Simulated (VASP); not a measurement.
Here is a VASP 6.6.1 calculation.

Contents of INCAR:

```
ALGO = Normal
EDIFF = 1E-6
ENCUT = 520
GGA = PE
ISIF = 2
ISMEAR = 0
ISPIN = 2
LASPH = True
LCHARG = True
LELF = True
LORBIT = 11
LREAL = False
LVHAR = True
LWAVE = False
MAGMOM = 0 1 1
NBANDS = 17
NELM = 150
PREC = Accurate
SIGMA = 0.1
```

KPOINTS

```
k-points
0
Gamma
  6 6 6
```

The input POSCAR:

```
SiC2
1.0
    1.4560370494      0.8406433824      3.6402794631
   -1.4560370494      0.8406433824      3.6402794631
    0.0000000000     -1.6812867649      3.6402794631
Si C
1 2
Direct
    0.0000000000      0.0000000000      0.0000000000
    0.4381728425      0.4381728425      0.4381728425
    0.5618271575      0.5618271575      0.5618271575
```

Potentials or basis: VASP PAW PBE potentials, release 64 (Si, C).

Command:

```bash
$ cat potpaw_PBE.64/Si/POTCAR potpaw_PBE.64/C/POTCAR > POTCAR
$ mpirun -np 1 vasp_std > vasp.out
```

(1) Predict the largest force.

(2) Estimate the net moment.

## Answers

(1) 0.062 eV/Å.

(2) 0.00 μB per cell.

Caveat: the k points lie up to 0.43 Å⁻¹ apart, too coarse for converged energies and pressures of a metal.
